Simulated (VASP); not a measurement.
A run of VASP 6.6.1:

INCAR

```
SYSTEM = CaSe
PREC = Accurate
ENCUT = 600
EDIFF = 1E-7
ISMEAR = -1
SIGMA = 0.02
LREAL = .FALSE.
LASPH = .TRUE.
NELM = 60
ALGO = Normal
ISIF = 3
LWAVE = .FALSE.
LCHARG = .FALSE.
GGA = PE
IVDW = 12
IBRION = 2
NSW = 100
EDIFFG = -0.005
```

KPOINTS

```
Automatic mesh
0
G
  7 7 7
  0 0 0
```

POSCAR

```
CaSe
1.0
    0.0000000000      2.9948991977      2.9948991977
    2.9948991977      0.0000000000      2.9948991977
    2.9948991977      2.9948991977      0.0000000000
Ca Se
1 1
Direct
    0.0000000000      0.0000000000      0.0000000000
    0.5000000000      0.5000000000      0.5000000000
```

Potentials or basis: VASP PAW PBE potentials, release 64 (Ca_sv, Se).

The run is started by

```console
$ cat potpaw_PBE.64/Ca_sv/POTCAR potpaw_PBE.64/Se/POTCAR > POTCAR
$ mpirun -np 1 vasp_std > vasp.out
```

Hardware: 1 thread of Intel(R) Xeon(R) 6975P-C (Granite Rapids) (shared host).

Problem. Estimate the wall time of this run.

Solution. Wall time 23 s on 1 thread of Intel(R) Xeon(R) 6975P-C (Granite Rapids), with other jobs on the host, peak memory 0.22 GiB. Counts: scf iterations 30, k points 20, ion steps 3.
